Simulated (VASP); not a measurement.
Here is a VASP 6.6.1 calculation.

Contents of POSCAR:

```
ZnCu2SnSe4
1.0
   -2.8209156218      2.8209156218      5.6342602233
    2.8209156218     -2.8209156218      5.6342602233
    2.8209156218      2.8209156218     -5.6342602233
Cu Zn Sn Se
2 1 1 4
Direct
    0.0000000000      0.0000000000      0.0000000000
    0.7500000000      0.2500000000      0.5000000000
    0.2500000000      0.7500000000      0.5000000000
    0.5000000000      0.5000000000      0.0000000000
    0.1033254123      0.6291550772      0.9923444390
    0.3708449228      0.3631893618      0.4741703351
    0.6368106382      0.1109809733      0.0076555610
    0.8890190267      0.8966745877      0.5258296649
```

Contents of INCAR.step1:

```
PREC     = Accurate       # precision mode
ENCUT    = 520            # plane-wave cutoff, eV
ISMEAR   = -1             # smearing method
SIGMA    = 0.02           # smearing width, eV
LREAL    = False          # projectors in reciprocal space
LASPH    = True           # aspherical terms in the spheres
NELM     = 60             # most SCF steps
NBANDS   = 46             # bands
GGA      = PE             # functional
ALGO     = Normal         # electronic algorithm
EDIFF    = 1E-4           # SCF threshold, eV
LWAVE    = True           # write WAVECAR
LCHARG   = False          # write CHGCAR
```

Contents of INCAR.step2:

```
PREC     = Accurate       # precision mode
ENCUT    = 520            # plane-wave cutoff, eV
EDIFF    = 1E-7           # SCF threshold, eV
ISMEAR   = -1             # smearing method
SIGMA    = 0.02           # smearing width, eV
LREAL    = False          # projectors in reciprocal space
LASPH    = True           # aspherical terms in the spheres
NELM     = 60             # most SCF steps
ALGO     = Normal         # electronic algorithm
ISIF     = 2              # what is computed and relaxed
LWAVE    = False          # write WAVECAR
LCHARG   = False          # write CHGCAR
METAGGA  = R2SCAN         # meta-GGA
LMIXTAU  = True         
NBANDS   = 46             # bands
ISTART   = 1
```

The input KPOINTS:

```
regular mesh
0
Gamma
  6 6 6
```

Potentials or basis: VASP PAW PBE potentials, release 64 (Cu, Zn, Sn_d, Se).

The run is started by

```console
$ cat potpaw_PBE.64/Cu/POTCAR potpaw_PBE.64/Zn/POTCAR potpaw_PBE.64/Sn_d/POTCAR potpaw_PBE.64/Se/POTCAR > POTCAR
$ cp INCAR.step1 INCAR
$ mpirun -np 1 vasp_std > vasp.out
$ cp INCAR.step2 INCAR
$ mpirun -np 1 vasp_std > vasp.out
```

Q: Estimate the largest force.

A: 0.057 eV/Å.

Q: Predict the pressure.

A: 2.2 GPa.

Q: Estimate the band gap on the k mesh.

A: 0.18 eV.

Forces on the atoms (eV/Å):
```
Cu   0.000  0.000  0.000
Cu   0.000  0.000  0.000
Zn   0.000  0.000  0.000
Sn   0.000  0.000  0.000
Se   0.032 -0.039 -0.026
Se  -0.039 -0.032  0.026
Se  -0.032  0.039 -0.026
Se   0.039  0.032  0.026
```

Caveat: semilocal functionals underestimate gaps, and a narrow one can read as zero; the PAW data sets were made with another functional, which shifts forces and pressure a little; spin-orbit coupling is left out, which moves the levels of the heavy elements. A k mesh can miss the band edges.
